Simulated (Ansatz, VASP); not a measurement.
KCaHfBiO6 in VASP and in Ansatz

```xyz
10
Lattice="0.0568 4.1571 4.1571 4.1571 0.0568 4.1571 4.1571 4.1571 0.0568" Properties=species:S:1:pos:R:3 pbc="T T T"
K     2.1061    2.1061    2.1061
Ca    6.5404    6.5404    6.5404
Hf    4.1761    4.1761    4.1761
Bi    0.0009    0.0009    0.0009
O     2.1135    4.1368    4.1368
O     6.2125    4.0767    4.0767
O     4.0767    4.0767    6.2125
O     4.1368    4.1368    2.1135
O     4.1368    2.1135    4.1368
O     4.0767    6.2125    4.0767
```

Alike in both runs: functional PBEsol; k mesh 6 × 6 × 6; occupations gaussian, width 0.05 eV; no spin polarisation.

Ansatz relaxed the structure, and its values are those at the end. VASP's run is a single point on that final structure, the one shown.

|  | VASP | Ansatz |
| --- | --- | --- |
| version | VASP 6.6.1 | Ansatz 0.2.0 |
| potentials or method | VASP PAW PBE potentials, release 64 (K_sv, Ca_sv, Hf_pv, Bi_d, O), cutoff 520 eV | scalar-relativistic, plane waves, PAW |
| valence electrons in the cell | 80 | 96 |

```csv
,VASP,Ansatz,Ansatz less VASP
gap on the k mesh at the Fermi level (eV),1.47,1.50,+0.037
least direct gap on the mesh (eV),1.47,1.50,+0.037
pressure (GPa),-0.4,0.0,+0.43
rms of the force components (eV/Å),0.077,0.001,-0.0755
```

VASP's potentials were made for PBE, not for PBEsol. VASP's potentials hold 80 valence electrons a cell and Ansatz's 96, so a difference there can come from the potentials and not from the codes.

Spin-orbit coupling is off throughout.
